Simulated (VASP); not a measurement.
# SnO2 (P2_1/c) in VASP: single point with r2SCAN

Aim: the single point of SnO2 with r2SCAN.

Everything below comes from runs of VASP 6.6.1. Logs are shortened: lines on timing, memory, paths and dates and some standing lists are left out, and cuts for length are marked.

### Step 1. The cell of the first run

It takes space group P2_1/c (No. 14, monoclinic). Conventional cell: a = 3.203 Å, b = 4.759 Å, c = 5.656 Å, α = 90.00°, β = 122.75°, γ = 90.00°. Within 2.7 Å of Sn (site symmetry -1) lie 6 O at 2.05 to 2.08 Å. O (site symmetry 1) has 3 Sn at 2.05 to 2.08 Å and 1 O at 2.61 Å within 2.7 Å.

### Step 2. Single point, r2SCAN

POSCAR reads:

```
SnO2
1.0
    4.7592005654      0.0000000000      0.0000000000
    0.0000000000      4.7592005654      0.0000000000
    0.0960380989      0.0000000000      3.2012699648
Sn O
2 4
Direct
    0.5000000000      0.5000000000      0.5000000000
    0.0000000000      0.0000000000      0.0000000000
    0.1944935394      0.8062484996      0.4962709165
    0.8055064606      0.1937515004      0.5037290835
    0.3055064606      0.3062484996      0.0037290835
    0.6944935394      0.6937515004     -0.0037290835
```

INCAR.step1 reads:

```
SYSTEM = SnO2
  PREC = Accurate
  ENCUT = 520
  ISMEAR = 0
  SIGMA = 0.02
  LREAL = .FALSE.
  LASPH = .TRUE.
  NELM = 80
  NBANDS = 35
  GGA = PE
  ALGO = Normal
  EDIFF = 1E-4
  LWAVE = .TRUE.
  LCHARG = .FALSE.
```

INCAR.step2 reads:

```
SYSTEM = SnO2
  PREC = Accurate
  ENCUT = 520
  EDIFF = 1E-7
  ISMEAR = 0
  SIGMA = 0.02
  LREAL = .FALSE.
  LASPH = .TRUE.
  NELM = 80
  ALGO = Normal
  ISIF = 2
  LWAVE = .FALSE.
  LCHARG = .FALSE.
  METAGGA = R2SCAN
  LMIXTAU = .TRUE.
  NBANDS = 35
  ISTART = 1
```

KPOINTS reads:

```
regular mesh
0
G
  6 6 8
  0 0 0
```

Potentials or basis: VASP PAW PBE potentials, release 64 (Sn_d, O).

On the command line:

```console
cat potpaw_PBE.64/Sn_d/POTCAR potpaw_PBE.64/O/POTCAR > POTCAR
cp INCAR.step1 INCAR
mpirun -np 1 vasp_std > vasp.out
cp INCAR.step2 INCAR
mpirun -np 1 vasp_std > vasp.out
```

OUTCAR:

```text
SYSTEM = SnO2
   PREC = Accurate
   ENCUT = 520
   EDIFF = 1E-7
   ISMEAR = 0
   LREAL = .FALSE.
   LASPH = .TRUE.
   NELM = 80
   ISIF = 2
   METAGGA = R2SCAN
   ISTART = 1

 ion  position               nearest neighbor table
   1  0.500  0.500  0.500-   5 2.05   6 2.05   4 2.06   3 2.06   6 2.08   5 2.08   2 3.70   2 3.70
                             2 3.70   2 3.70   2 3.76   2 3.76   2 3.76   2 3.76
   2  0.000  0.000  0.000-   4 2.05   3 2.05   6 2.06   5 2.06   4 2.08   3 2.08   1 3.70   1 3.70
                             1 3.70   1 3.70   1 3.76   1 3.76   1 3.76   1 3.76
   3  0.194  0.806  0.496-   2 2.05   1 2.06   2 2.08
   4  0.806  0.194  0.504-   2 2.05   1 2.06   2 2.08
   5  0.306  0.306  0.004-   1 2.05   2 2.06   1 2.08
   6  0.694  0.694  0.996-   1 2.05   2 2.06   1 2.08

  LATTYP: Found a simple monoclinic cell.
 ALAT       =     3.2027102123
 B/A-ratio  =     1.4859916289
 C/A-ratio  =     1.4859916289
 COS(beta)  =    -0.0299865091

  Lattice vectors:

 A1 = (   0.0960380989,   0.0000000000,   3.2012699648)
 A2 = (   0.0000000000,   4.7592005654,   0.0000000000)
 A3 = (  -4.7592005654,   0.0000000000,   0.0000000000)

Analysis of symmetry for initial positions (statically):
=====================================================================
 Subroutine PRICEL returns:
 Original cell was already a primitive cell.

 Routine SETGRP: Setting up the symmetry group for a
 simple monoclinic supercell.

 Subroutine GETGRP returns: Found  4 space group operations
 (whereof  2 operations were pure point group operations)
 out of a pool of  4 trial point group operations.

The static configuration has the point symmetry S_2 .
 The point group associated with its full space group is C_2h.

Analysis of symmetry for dynamics (positions and initial velocities):
=====================================================================
 Subroutine PRICEL returns:
 Original cell was already a primitive cell.

 Routine SETGRP: Setting up the symmetry group for a
 simple monoclinic supercell.

 Subroutine GETGRP returns: Found  4 space group operations
 (whereof  2 operations were pure point group operations)
 out of a pool of  4 trial point group operations.

The dynamic configuration has the point symmetry S_2 .
 The point group associated with its full space group is C_2h.

 Subroutine INISYM returns: Found  4 space group operations
 (whereof  2 operations are pure point group operations),
 and found     1 'primitive' translations

----------------------------------------------------------------------------------------

                                     Primitive cell

  volume of cell :      72.5087

  direct lattice vectors                    reciprocal lattice vectors
     4.759200565  0.000000000  0.000000000     0.210119323  0.000000000 -0.006303580
     0.000000000  4.759200565  0.000000000     0.000000000  0.210119323  0.000000000
     0.096038099  0.000000000  3.201269965     0.000000000  0.000000000  0.312376029

  length of vectors
     4.759200565  4.759200565  3.202710212     0.210213855  0.210119323  0.312376029

  position of ions in fractional coordinates (direct lattice)
     0.500000000  0.500000000  0.500000000
     0.000000000  0.000000000  0.000000000
     0.194493539  0.806248500  0.496270917
     0.805506461  0.193751500  0.503729083
     0.305506461  0.306248500  0.003729083
     0.694493539  0.693751500  0.996270917

  ion indices of the primitive-cell ions
   primitive index   ion index
                 1           1
                 2           2
                 3           3
                 4           4
                 5           5
                 6           6

----------------------------------------------------------------------------------------

 KPOINTS: regular mesh

Automatic generation of k-mesh.
 Grid dimensions read from file:
 generate k-points for:    6    6    8

 Generating k-lattice:

  Cartesian coordinates                     Fractional coordinates (reciprocal lattice)
     0.035019887  0.000000000 -0.001050597     0.166666667  0.000000000  0.000000000
     0.000000000  0.035019887  0.000000000     0.000000000  0.166666667  0.000000000
     0.000000000  0.000000000  0.039047004     0.000000000  0.000000000  0.125000000

  Length of vectors
     0.035035643  0.035019887  0.039047004

  Shift w.r.t. Gamma in fractional coordinates (k-lattice)
     0.000000000  0.000000000  0.000000000

 Subroutine IBZKPT returns following result:
 ===========================================

 Found    104 irreducible k-points:

 Following reciprocal coordinates:
            Coordinates               Weight
  0.000000  0.000000  0.000000      1.000000
  0.166667  0.000000 -0.000000      2.000000
  0.333333  0.000000  0.000000      2.000000
  0.500000  0.000000 -0.000000      1.000000
  0.000000  0.166667  0.000000      2.000000
  0.166667  0.166667 -0.000000      4.000000
[... 16 lines left out ...]
  0.000000  0.166667  0.125000      4.000000
  0.166667  0.166667  0.125000      4.000000
 [... further k-points ...]
   k-points           NKPTS =    104   k-points in BZ     NKDIM =    104   number of bands    NBANDS=     35
   number of dos      NEDOS =    301   number of ions     NIONS =      6
   total plane-waves  NPLWV =  31104
   dimension x,y,z NGX =    36 NGY =   36 NGZ =   24
   dimension x,y,z NGXF=    72 NGYF=   72 NGZF=   48
   ions per type =               2   4
   NGX,Y,Z   is equivalent  to a cutoff of  12.58, 12.58, 12.46 a.u.
   NGXF,Y,Z  is equivalent  to a cutoff of  25.15, 25.15, 24.92 a.u.
 SYSTEM =  SnO2
   PREC   = accura    normal or accurate (medium, high low for compatibility)
   ISTART =      1    job   : 0-new  1-cont  2-samecut
   ICHARG =      0    charge: 1-file 2-atom 10-const
   ISPIN  =      1    spin polarized calculation?
   LNONCOLLINEAR =      F non collinear calculations
   LSORBIT =      F    spin-orbit coupling
   LASPH  =      T    aspherical Exc in radial PAW
   ENCUT  =  520.0 eV  38.22 Ry    6.18 a.u.   8.85  8.85  5.95*2*pi/ulx,y,z
   NELM   =     80;   NELMIN=  2; NELMDL=  0     # of ELM steps
   EDIFF  = 0.1E-06   stopping-criterion for ELM
   LREAL  =      F    real-space projection
   EDIFFG = 0.1E-05   stopping-criterion for IOM
   NSW    =      0    number of steps for IOM
   IBRION =     -1    ionic relax: 0-MD 1-quasi-New 2-CG
   NFREE  =      0    steps in history (QN), initial steepest desc. (CG)
   ISIF   =      2    stress and relaxation
   ISYM   =      2    0-nonsym 1-usesym 2-fastsym
   POTIM  = 0.5000    time-step for ionic-motion
   TEBEG  =    0.0;   TEEND  =   0.0 temperature during run
   PSTRESS=    0.0 pullay stress
   NELECT =      52.0000    total number of electrons
   NUPDOWN=      -1.0000    fix difference up-down
   EMIN   =  10.00;   EMAX   =-10.00  energy-range for DOS
   EFERMI =   0.00;   METHOD = LEGACY
   ISMEAR =     0;   SIGMA  =   0.02  broadening in eV -4-tet -1-fermi 0-gaus
   EFERMI_NEDOS =   21; number of points for ismear=-14 and -15
   IALGO  =     38    algorithm
   IMIX   =      4    mixing-type and parameters
     AMIX     =   0.40;   BMIX     =  1.00
     AMIX_MAG =   1.60;   BMIX_MAG =  1.00
  volume/ion in A,a.u.               =      12.08        81.55
  Fermi-wavevector in a.u.,A,eV,Ry     =   1.465365  2.769138 29.215720  2.147295
  Thomas-Fermi vector in A             =   2.581231
   LORBIT       =      0    0 simple, 1 ext, 2 COOP (PROOUT), +10 PAW based schemes
   METAGGA = R2SCAN    functional components
   LHFCALC =     F    Hartree Fock is set to
   AEXX    =    0.0000 exact exchange contribution
   IVDW    =     0    specifies the selected vdW correction
   LEPSILON=     F    determine dielectric tensor
   LRPA    =     F    only Hartree local field effects (RPA)
 non-spin polarized calculation
 Gauss-broadening in eV      SIGMA  =   0.02
  energy-cutoff  :      520.00
  volume of cell :       72.51
 maximum number of plane-waves:      1974
   NGX = 17   NGY = 17   NGZ = 11

 number of electron      51.9999999 magnetization

 Free energy of the ion-electron system (eV)
  ---------------------------------------------------
  ext. energy  EPLUGINS =         0.00000000
  ---------------------------------------------------
  free energy    TOTEN  =       -84.60911946 eV

  energy without entropy =      -84.60911946  energy(sigma->0) =      -84.60911946

 E-fermi :   5.7508     XC(G=0): -11.9710

 val. band max:        5.5676334360   @ k =   0.0000   0.0000   0.0000
 cond. band min:       7.3498463059   @ k =   0.0000   0.0000   0.0000
 fundamental gap:      1.7822128698
 Fermi energy:         5.7508416040

 k-point     1 :       0.0000    0.0000    0.0000
  band No.  band energies     occupation
      1     -16.1769      2.00000
      2     -15.2642      2.00000
      3     -14.9730      2.00000
      4     -14.9653      2.00000
      5     -14.9429      2.00000
      6     -14.8998      2.00000
[... 27 lines left out ...]
     34      18.6640      0.00000
     35      19.0225      0.00000

 k-point     2 :       0.1667    0.0000   -0.0000
  band No.  band energies     occupation
      1     -16.1297      2.00000
      2     -15.3228      2.00000
      3     -14.9766      2.00000
      4     -14.9638      2.00000
      5     -14.9448      2.00000
      6     -14.9346      2.00000
[... 27 lines left out ...]
     34      18.6293      0.00000
     35      18.9451      0.00000

 k-point     3 :       0.3333    0.0000    0.0000
  band No.  band energies     occupation
      1     -15.9916      2.00000
      2     -15.5220      2.00000
      3     -14.9809      2.00000
      4     -14.9619      2.00000
      5     -14.9522      2.00000
      6     -14.9500      2.00000
[... 27 lines left out ...]
     34      18.6360      0.00000
     35      18.8817      0.00000
[... 723 lines left out ...]
 k-point    23 :       0.0000    0.1667    0.1250
  band No.  band energies     occupation
      1     -16.0588      2.00000
      2     -15.2910      2.00000
      3     -15.1577      2.00000
      4     -15.1235      2.00000
      5     -14.9116      2.00000
      6     -14.8961      2.00000
[... 27 lines left out ...]
     34      18.5514      0.00000
     35      18.8622      0.00000

 k-point    24 :       0.1667    0.1667    0.1250
  band No.  band energies     occupation
      1     -16.0299      2.00000
      2     -15.3600      2.00000
      3     -15.1649      2.00000
      4     -15.1366      2.00000
      5     -14.9130      2.00000
      6     -14.8758      2.00000
[... 27 lines left out ...]
     34      18.5746      0.00000
     35      18.7973      0.00000

 [... further k-points ...]
[... 5 lines left out ...]
  --------------------------------------------------------------------------------------
  -------------------------------------------------------------------------------------
  Total        0.4305428      0.4685222      0.6290236      0.0000000      0.0000000     -1.3777108
  in kB        9.5134174     10.3526248     13.8991179      0.0000000      0.0000000    -30.4423617
  external PRESSURE =      11.2550534 kB  Pullay stress =       0.0000000 kB

 VOLUME and BASIS-vectors are now :
 -----------------------------------------------------------------------------
  energy-cutoff  :      520.00
  volume of cell :       72.51
      direct lattice vectors                 reciprocal lattice vectors
     4.759200565  0.000000000  0.000000000     0.210119323  0.000000000 -0.006303580
     0.000000000  4.759200565  0.000000000     0.000000000  0.210119323  0.000000000
     0.096038099  0.000000000  3.201269965     0.000000000  0.000000000  0.312376029

 POSITION                                       TOTAL-FORCE (eV/Angst)
 -----------------------------------------------------------------------------------
      2.42762      2.37960      1.60063         0.000000     -0.000000      0.000000
      0.00000      0.00000      0.00000        -0.000000     -0.000000      0.000000
      0.97329      3.83710      1.58870         0.020835     -0.019021     -0.009169
      3.88194      0.92210      1.61257        -0.020835      0.019021      0.009169
      1.45432      1.45750      0.01194        -0.020835     -0.019021      0.009169
      3.40091      3.30170      3.18933         0.020835      0.019021     -0.009169
 -----------------------------------------------------------------------------------
    total drift:                                0.000000      0.000000      0.000000

  FREE ENERGIE OF THE ION-ELECTRON SYSTEM (eV)
  ---------------------------------------------------
  free  energy   TOTEN  =       -84.6091194585 eV

  energy  without entropy=      -84.6091194585  energy(sigma->0) =      -84.60911946
```

Wall time 9.5 min (1 thread of Intel Xeon 8259CL, shared host); peak memory 0.32 GiB.

Results:

| Item | Value |
| --- | --- |
| Free energy | -84.6091 eV |
| Pressure | 1.1 GPa |
| Largest force | 0.030 eV/Å |
| Band gap on the k mesh | 1.78 eV |

Forces in eV/Å, atoms in the order of the input:
```
Sn   0.000  0.000  0.000
Sn   0.000  0.000  0.000
O    0.021 -0.019 -0.009
O   -0.021  0.019  0.009
O   -0.021 -0.019  0.009
O    0.021  0.019 -0.009
```

Stress tensor (GPa, compression positive):
```
 0.95  0.00 -3.04
 0.00  1.04  0.00
-3.04  0.00  1.39
```

Caveat: the PAW data sets were made with another functional, which shifts forces and pressure a little; spin-orbit coupling is left out, which moves the levels of the heavy elements.
